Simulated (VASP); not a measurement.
A run of VASP 6.6.1:

The input INCAR:

```
SYSTEM = Hf
PREC     = Accurate       ! precision mode
ENCUT    = 520            ! plane-wave cutoff, eV
EDIFF    = 1E-7           ! SCF threshold, eV
ISMEAR   = -1             ! smearing method
SIGMA    = 0.1            ! smearing width, eV
LREAL    = .FALSE.        ! projectors in reciprocal space
LASPH    = .TRUE.         ! aspherical terms in the spheres
NELM     = 60             ! most SCF steps
ALGO     = Normal         ! electronic algorithm
ISIF     = 2              ! what is computed and relaxed
LWAVE    = .FALSE.        ! write WAVECAR
LCHARG   = .FALSE.        ! write CHGCAR
GGA      = PS             ! functional
NBANDS   = 22             ! bands
```

KPOINTS

```
Automatic mesh
0
G
  8 8 12
  0 0 0
```

POSCAR

```
Hf
1.0
    4.9844684956      0.0000000000      0.0000000000
   -2.4922342478      4.3166763416      0.0000000000
    0.0000000000      0.0000000000      3.1016642992
Hf
3
Direct
    0.0000000000      0.0000000000      0.0000000000
    0.3333333333      0.6666666667      0.5000000000
    0.6666666667      0.3333333333      0.5000000000
```

Potentials or basis: VASP PAW PBE potentials, release 64 (Hf_pv).

Command:

```console
$ cat potpaw_PBE.64/Hf_pv/POTCAR > POTCAR
$ mpirun -np 1 vasp_std > vasp.out
```

Hardware: 1 thread of Intel Xeon 8259CL (shared host).

Task: How long does it take, and how much memory?

Result: It took 2.1 min on 1 thread of Intel Xeon 8259CL, on a shared host, peak memory 0.23 GiB. Counts: scf iterations 15, k points 70.
